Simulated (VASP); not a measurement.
Write the native input for VASP 6.6.1 that does the following.

- Task: single point
- Functional: BLYP
- Dispersion: D4
- Potentials or basis: VASP PAW PBE potentials, release 64 (Hf_pv, O)
- Cutoff: 520 eV
- k mesh: 9 × 9 × 9
- Occupations: gaussian, width 0.01 eV
- Spin: non-collinear spin, zero start, spin-orbit coupling
- Starting moments: [[0.0, 0.0, 0.0], [0.0, 0.0, 0.0], [0.0, 0.0, 0.0]] μB
- Dipole correction: no
- Further INCAR settings: ALGO = Normal; EDIFF = 1e-07; NBANDS = 35

The structure of HfO2 lies in POSCAR:

```
HfO2
1.0
    0.0000000000      2.5911551753      2.5911551753
    2.5911551753      0.0000000000      2.5911551753
    2.5911551753      2.5911551753      0.0000000000
Hf O
1 2
Direct
    0.0000000000      0.0000000000      0.0000000000
    0.7500000000      0.7500000000      0.7500000000
    0.2500000000      0.2500000000      0.2500000000
```

These files were run (other wordings do the same):

INCAR

```
SYSTEM = HfO2
AGGAC = 1.0 ; AGGAX = 1.0
ALDAC = 0.0 ; ALDAX = 1.0
ALGO = Normal ; EDIFF = 1E-7
ENCUT = 520 ; GGA = B5
GGA_COMPAT = .False. ; ISIF = 2
ISMEAR = 0 ; IVDW = 13
LASPH = .True. ; LCHARG = .False.
LMAXMIX = 4 ; LORBIT = 11
LORBMOM = .True. ; LREAL = .False.
LSORBIT = .True. ; LWAVE = .False.
MAGMOM = 0 0 0 0 0 0 0 0 0 ; NBANDS = 35
NELM = 150 ; PREC = Accurate
SIGMA = 0.01 ; VDW_A1 = 0.44488865
VDW_A2 = 4.0933009 ; VDW_S6 = 1.0
VDW_S8 = 2.34076671
```

KPOINTS

```
k-points
0
Gamma
  9 9 9
  0 0 0
```

Potentials or basis: VASP PAW PBE potentials, release 64 (Hf_pv, O).

Launch:

```sh
$ cat potpaw_PBE.64/Hf_pv/POTCAR potpaw_PBE.64/O/POTCAR > POTCAR
$ mpirun -np 1 vasp_ncl > vasp.out
```

Results of the run:

| Item | Value |
| --- | --- |
| Pressure | -13.1 GPa |
| Net moment | 0.00 μB per cell |
| Valence electrons inside the program's atomic spheres | Hf 8.09; O 5.08 |
| Dispersion energy per atom | -0.336 eV |

Caveat: the PAW data sets were made with another functional, which shifts forces and pressure a little.

Wall time 100 s on 1 thread of AMD EPYC 7R13 Processor (Zen 3), with other jobs on the host, peak memory 0.25 GiB.
